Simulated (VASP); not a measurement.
Al3BSb2:

```xyz
12
Lattice="5.7650 -3.3100 0.0000 5.7650 3.3100 0.0000 0.0000 0.0000 5.7200" Properties=species:S:1:pos:R:3 pbc="T T T"
Al    7.4322    1.2730    2.3538
Al    4.0978    1.2730    2.3538
Al    5.7650   -2.5586    1.9848
Al    7.4322   -1.2730    5.2138
Al    4.0978   -1.2730    5.2138
Al    5.7650    2.5586    4.8448
B     5.7650    2.1846    2.8028
B     5.7650   -2.1846    5.6628
Sb    7.7597    1.0261    0.0000
Sb    3.7703    1.0261    0.0000
Sb    3.7703   -1.0261    2.8600
Sb    7.7597   -1.0261    2.8600
```

```yaml
Program: VASP 6.6.1
Task: relaxation of cell and atoms
Functional: PBE
Potentials_or_basis: VASP PAW PBE potentials, release 64 (Al, B, Sb_d_GW)
Cutoff: 560 eV
k_mesh: 3 × 3 × 3
Occupations: gaussian, width 0.2 eV
Spin: no spin polarisation
```

At the start: pressure 30.6 GPa; volume 18.19 Å³/atom.

Question: How do energy, volume and symmetry change on relaxing?

Answer: Over 11 steps the energy falls by 539.2 meV/atom and the volume is 23.78 Å³/atom (+30.7 %); space group Cmc2_1 (No. 36, to 0.1 Å) before and after.

Step by step:
```tsv
step	energy change (eV)	largest force (eV/Å)	pressure (GPa)	volume (Å³)
1	0.0000	2.7104	30.64	218.30
2	-4.5165	0.7101	-7.48	347.68
3	-6.1025	1.0157	-0.60	290.60
4	-6.1015	1.0237	-0.29	289.01
5	-6.2601	0.5559	-0.22	287.46
6	-6.3302	0.5798	0.04	285.48
7	-6.4298	0.2787	0.08	284.59
8	-6.4569	0.1381	0.20	283.80
9	-6.4644	0.1189	-0.02	285.00
10	-6.4657	0.1171	-0.17	285.79
11	-6.4703	0.0780	-0.06	285.34
```

Final structure:
```cif
data_structure
_symmetry_space_group_name_H-M 'P 1'
_symmetry_Int_Tables_number 1
_cell_length_a 7.2450
_cell_length_b 7.2450
_cell_length_c 6.3064
_cell_angle_alpha 90.000
_cell_angle_beta 90.000
_cell_angle_gamma 59.542
_cell_volume 285.34
loop_
_atom_site_label
_atom_site_type_symbol
_atom_site_fract_x
_atom_site_fract_y
_atom_site_fract_z
_atom_site_occupancy
Al1 Al 0.42999 0.84151 0.42456 1
Al2 Al 0.15849 0.57001 0.42456 1
Al3 Al 0.89447 0.10553 0.33302 1
Al4 Al 0.84151 0.42999 0.92456 1
Al5 Al 0.57001 0.15849 0.92456 1
Al6 Al 0.10553 0.89447 0.83302 1
B1 B 0.14643 0.85357 0.50360 1
B2 B 0.85357 0.14643 0.00360 1
Sb1 Sb 0.49692 0.82929 0.98713 1
Sb2 Sb 0.17071 0.50308 0.98713 1
Sb3 Sb 0.50308 0.17071 0.48713 1
Sb4 Sb 0.82929 0.49692 0.48713 1
```

Caveat: the k points lie up to 0.34 Å⁻¹ apart in the final cell, too coarse for converged energies and pressures of a metal; the volume moved by over 15 % at a fixed basis, so the end points are rough; the relaxation stopped at a loose force limit of 0.08 eV/Å, so its end isn't a converged minimum.
